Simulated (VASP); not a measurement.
A run of VASP 6.6.1 is set up as follows.

Contents of INCAR:

```
ALGO = Normal
EDIFF = 1E-6
EDIFFG = -0.008
ENCUT = 600
GGA = PE
IBRION = 2
ISIF = 3
ISMEAR = 0
LASPH = True
LCHARG = False
LREAL = False
LWAVE = False
NELM = 60
NSW = 70
PREC = Accurate
PSTRESS = -10.0
SIGMA = 0.02
```

KPOINTS

```
k-points
0
Gamma
  12 12 6
```

The input POSCAR:

```
SiC
1.0
    3.1020680069      0.0000000000      0.0000000000
   -1.5510340035      2.6864696982      0.0000000000
    0.0000000000      0.0000000000      5.0909194534
Si C
2 2
Direct
    0.3333333333      0.6666666667      0.4995817066
    0.6666666667      0.3333333333      0.9995817066
    0.3333333333      0.6666666667      0.8754182934
    0.6666666667      0.3333333333      0.3754182934
```

Potentials or basis: VASP PAW PBE potentials, release 64 (Si, C).

Run with:

```console
$ cat potpaw_PBE.64/Si/POTCAR potpaw_PBE.64/C/POTCAR > POTCAR
$ mpirun -np 1 vasp_std > vasp.out
```

(1) Predict the relaxed volume.

(2) Estimate the band gap on the k mesh.

(3) What does it give for the space group after relaxing (to 0.1 Å)?

(4) What does it give for the relaxed cell?

Results:

(1) 10.54 Å³/atom.

(2) 2.31 eV (least direct gap 3.94 eV).

(3) P6_3mc (No. 186).

(4) a = 3.096 Å, b = 3.096 Å, c = 5.081 Å, α = 90.00°, β = 90.00°, γ = 120.00°.

Caveat: the cell is relaxed towards a set pressure, so the run minimises the enthalpy, not the energy.
